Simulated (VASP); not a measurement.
# MgO (Fm-3m) in VASP: notebook, part 2 of 3

VASP 6.6.1. Earlier steps stand in the parts before.

## 4. Single point, HSE06

File POSCAR:

```
MgO
1.0
    0.0000000000      2.1021674168      2.1021674168
    2.1021674168      0.0000000000      2.1021674168
    2.1021674168      2.1021674168      0.0000000000
Mg O
1 1
Direct
    0.0000000000      0.0000000000      0.0000000000
    0.5000000000      0.5000000000      0.5000000000
```

File INCAR.step1:

```
SYSTEM = MgO
PREC = Accurate
ENCUT = 520
EDIFF = 1E-5
ISMEAR = 0
SIGMA = 0.01
LREAL = .False.
LASPH = .True.
NELM = 80
ALGO = Normal
ISIF = 2
LWAVE = .True.
LCHARG = .False.
NBANDS = 11
GGA = PE
```

File INCAR.step2:

```
SYSTEM = MgO
PREC = Accurate
ENCUT = 520
EDIFF = 1E-6
ISMEAR = 0
SIGMA = 0.01
LREAL = .False.
LASPH = .True.
NELM = 80
ALGO = Normal
ISIF = 2
LWAVE = .False.
LCHARG = .False.
GGA = PE
LHFCALC = .True.
HFSCREEN = 0.2079
PRECFOCK = Normal
NBANDS = 11
ISTART = 1
```

File KPOINTS:

```
regular mesh
0
Gamma
  8 8 8
  0 0 0
```

Potentials or basis: VASP PAW PBE potentials, release 64 (Mg, O).

Started as:

```console
> cat potpaw_PBE.64/Mg/POTCAR potpaw_PBE.64/O/POTCAR > POTCAR
> cp INCAR.step1 INCAR
> mpirun -np 1 vasp_std > vasp.out
> cp INCAR.step2 INCAR
> mpirun -np 1 vasp_std > vasp.out
```

OUTCAR:

```text
SYSTEM = MgO
   PREC = Accurate
   ENCUT = 520
   EDIFF = 1E-6
   ISMEAR = 0
   LREAL = .False.
   LASPH = .True.
   NELM = 80
   ISIF = 2
   GGA = PE
   LHFCALC = .True.
   HFSCREEN = 0.2079
   PRECFOCK = Normal
   ISTART = 1

 ion  position               nearest neighbor table
   1  0.000  0.000  0.000-   2 2.10   2 2.10   2 2.10   2 2.10   2 2.10   2 2.10
   2  0.500  0.500  0.500-   1 2.10   1 2.10   1 2.10   1 2.10   1 2.10   1 2.10

  LATTYP: Found a face centered cubic cell.
 ALAT       =     4.2043348336

  Lattice vectors:

 A1 = (   0.0000000000,   2.1021674168,   2.1021674168)
 A2 = (   2.1021674168,   0.0000000000,   2.1021674168)
 A3 = (   2.1021674168,   2.1021674168,   0.0000000000)

Analysis of symmetry for initial positions (statically):
=====================================================================
 Subroutine PRICEL returns:
 Original cell was already a primitive cell.

 Routine SETGRP: Setting up the symmetry group for a
 face centered cubic supercell.

 Subroutine GETGRP returns: Found 48 space group operations
 (whereof 48 operations were pure point group operations)
 out of a pool of 48 trial point group operations.

The static configuration has the point symmetry O_h .

Analysis of symmetry for dynamics (positions and initial velocities):
=====================================================================
 Subroutine PRICEL returns:
 Original cell was already a primitive cell.

 Routine SETGRP: Setting up the symmetry group for a
 face centered cubic supercell.

 Subroutine GETGRP returns: Found 48 space group operations
 (whereof 48 operations were pure point group operations)
 out of a pool of 48 trial point group operations.

The dynamic configuration has the point symmetry O_h .

 Subroutine INISYM returns: Found 48 space group operations
 (whereof 48 operations are pure point group operations),
 and found     1 'primitive' translations

----------------------------------------------------------------------------------------

                                     Primitive cell

  volume of cell :      18.5794

  direct lattice vectors                    reciprocal lattice vectors
     0.000000000  2.102167417  2.102167417    -0.237849753  0.237849753  0.237849753
     2.102167417  0.000000000  2.102167417     0.237849753 -0.237849753  0.237849753
     2.102167417  2.102167417  0.000000000     0.237849753  0.237849753 -0.237849753

  length of vectors
     2.972913671  2.972913671  2.972913671     0.411967856  0.411967856  0.411967856

  position of ions in fractional coordinates (direct lattice)
     0.000000000  0.000000000  0.000000000
     0.500000000  0.500000000  0.500000000

  ion indices of the primitive-cell ions
   primitive index   ion index
                 1           1
                 2           2

----------------------------------------------------------------------------------------

 KPOINTS: regular mesh

Automatic generation of k-mesh.
 Grid dimensions read from file:
 generate k-points for:    8    8    8

 Generating k-lattice:

  Cartesian coordinates                     Fractional coordinates (reciprocal lattice)
    -0.029731219  0.029731219  0.029731219     0.125000000  0.000000000  0.000000000
[... 43 lines left out ...]
   total plane-waves  NPLWV =  13824
   dimension x,y,z NGX =    24 NGY =   24 NGZ =   24
   dimension x,y,z NGXF=    48 NGYF=   48 NGZF=   48
   ions per type =               1   1
   NGX,Y,Z   is equivalent  to a cutoff of  13.42, 13.42, 13.42 a.u.
   NGXF,Y,Z  is equivalent  to a cutoff of  26.84, 26.84, 26.84 a.u.
 SYSTEM =  MgO
   PREC   = accura    normal or accurate (medium, high low for compatibility)
   ISTART =      1    job   : 0-new  1-cont  2-samecut
   ICHARG =      0    charge: 1-file 2-atom 10-const
   ISPIN  =      1    spin polarized calculation?
   LNONCOLLINEAR =      F non collinear calculations
   LSORBIT =      F    spin-orbit coupling
   LASPH  =      T    aspherical Exc in radial PAW
   ENCUT  =  520.0 eV  38.22 Ry    6.18 a.u.   5.53  5.53  5.53*2*pi/ulx,y,z
   NELM   =     80;   NELMIN=  2; NELMDL=  0     # of ELM steps
   EDIFF  = 0.1E-05   stopping-criterion for ELM
   LREAL  =      F    real-space projection
   EDIFFG = 0.1E-04   stopping-criterion for IOM
   NSW    =      0    number of steps for IOM
   IBRION =     -1    ionic relax: 0-MD 1-quasi-New 2-CG
   NFREE  =      0    steps in history (QN), initial steepest desc. (CG)
   ISIF   =      2    stress and relaxation
   ISYM   =      3    0-nonsym 1-usesym 2-fastsym
   POTIM  = 0.5000    time-step for ionic-motion
   TEBEG  =    0.0;   TEEND  =   0.0 temperature during run
   PSTRESS=    0.0 pullay stress
   NELECT =       8.0000    total number of electrons
   NUPDOWN=      -1.0000    fix difference up-down
   EMIN   =  10.00;   EMAX   =-10.00  energy-range for DOS
   EFERMI =   0.00;   METHOD = LEGACY
   ISMEAR =     0;   SIGMA  =   0.01  broadening in eV -4-tet -1-fermi 0-gaus
   EFERMI_NEDOS =   21; number of points for ismear=-14 and -15
   IALGO  =     38    algorithm
   IMIX   =      1    mixing-type and parameters
     AMIX     =   0.40;   BMIX     =  1.00
     AMIX_MAG =   1.60;   BMIX_MAG =  1.00
  volume/ion in A,a.u.               =       9.29        62.69
  Fermi-wavevector in a.u.,A,eV,Ry     =   1.236216  2.336109 20.792816  1.528229
  Thomas-Fermi vector in A             =   2.370833
   LORBIT       =      0    0 simple, 1 ext, 2 COOP (PROOUT), +10 PAW based schemes
   GGA     = PE    functional components
   LHFCALC =     T    Hartree Fock is set to
   PRECFOCK=normal    Normal, Fast or Accurate (Low or Medium for compatibility)
   ENCUT4O =  -1.0   cutoff for four orbital integrals eV
   NKREDX  =     1    reduce k-point grid by
   NKREDY  =     1    reduce k-point grid by
   NKREDZ  =     1    reduce k-point grid by
   AEXX    =    0.2500 exact exchange contribution
   HFSCREEN=    0.2079 screening length (either q_TF or 0.3 A-1)
   HFSCREENC=   0.2079 screening length for correlation (either q_TF or 0.3 A-1)
   ENCUTFOCK=  -1.0 apply spherical cutoff to Coloumb kernel
   IVDW    =     0    specifies the selected vdW correction
   LEPSILON=     F    determine dielectric tensor
   LRPA    =     F    only Hartree local field effects (RPA)
 non-spin polarized calculation
 Gauss-broadening in eV      SIGMA  =   0.01
  energy-cutoff  :      520.00
  volume of cell :       18.58
 maximum number of plane-waves:       531
 NGX is ok and might be reduce to    24
  NGX = 18; NGY = 18; NGZ = 18

 number of electron       8.0000004 magnetization

 Free energy of the ion-electron system (eV)
  ---------------------------------------------------
  ext. energy  EPLUGINS =         0.00000000
  ---------------------------------------------------
  free energy    TOTEN  =       -14.21023078 eV

  energy without entropy =      -14.21023078  energy(sigma->0) =      -14.21023078

 E-fermi :   2.0605     XC(G=0):  -9.1175

 val. band max:        1.9803207894   @ k =   0.0000   0.0000   0.0000
 cond. band min:       8.4761591035   @ k =   0.0000   0.0000   0.0000
 fundamental gap:      6.4958383141
 Fermi energy:         2.0605060185

 k-point     1 :       0.0000    0.0000    0.0000
  band No.  band energies     occupation
      1     -16.8722      2.00000
      2       1.9803      2.00000
      3       1.9803      2.00000
      4       1.9803      2.00000
      5       8.4762      0.00000
      6      19.7648      0.00000
      7      19.7648      0.00000
      8      19.7648      0.00000
      9      23.7081      0.00000
     10      25.6478      0.00000
     11      25.6478      0.00000
[... 309 lines left out ...]
 k-point    24 :      -0.3750    0.2500    0.1250
  band No.  band energies     occupation
      1     -15.3506      2.00000
      2      -2.3145      2.00000
      3      -0.1008      2.00000
      4       0.9021      2.00000
      5      13.5721      0.00000
      6      16.3836      0.00000
      7      17.5274      0.00000
      8      21.0831      0.00000
      9      24.7260      0.00000
     10      26.4089      0.00000
     11      30.4572      0.00000

 [... further k-points ...]
[... 5 lines left out ...]
  --------------------------------------------------------------------------------------
  -------------------------------------------------------------------------------------
  Total       -0.0749277     -0.0749277     -0.0749277     -0.0000000     -0.0000000      0.0000000
  in kB       -6.4613151     -6.4613151     -6.4613151     -0.0000000     -0.0000000      0.0000000
  external PRESSURE =      -6.4613151 kB  Pullay stress =       0.0000000 kB

 VOLUME and BASIS-vectors are now :
 -----------------------------------------------------------------------------
  energy-cutoff  :      520.00
  volume of cell :       18.58
      direct lattice vectors                 reciprocal lattice vectors
     0.000000000  2.102167417  2.102167417    -0.237849753  0.237849753  0.237849753
     2.102167417  0.000000000  2.102167417     0.237849753 -0.237849753  0.237849753
     2.102167417  2.102167417  0.000000000     0.237849753  0.237849753 -0.237849753

 POSITION                                       TOTAL-FORCE (eV/Angst)
 -----------------------------------------------------------------------------------
      0.00000      0.00000      0.00000         0.000000     -0.000000      0.000000
      2.10217      2.10217      2.10217        -0.000000      0.000000     -0.000000
 -----------------------------------------------------------------------------------
    total drift:                                0.000043      0.000140      0.000088

  FREE ENERGIE OF THE ION-ELECTRON SYSTEM (eV)
  ---------------------------------------------------
  free  energy   TOTEN  =       -14.2102307808 eV

  energy  without entropy=      -14.2102307808  energy(sigma->0) =      -14.21023078
```

It took 23 min on 1 thread of Intel Xeon 6975P-C, shared host; peak memory 0.27 GiB.

What came out:

* Free energy: -14.2102 eV
* Pressure: -0.6 GPa
* Band gap on the k mesh: 6.50 eV, direct

Caveat: the PAW data sets were made with another functional, which shifts forces and pressure a little.

(Part 2 of 3 ends here.)
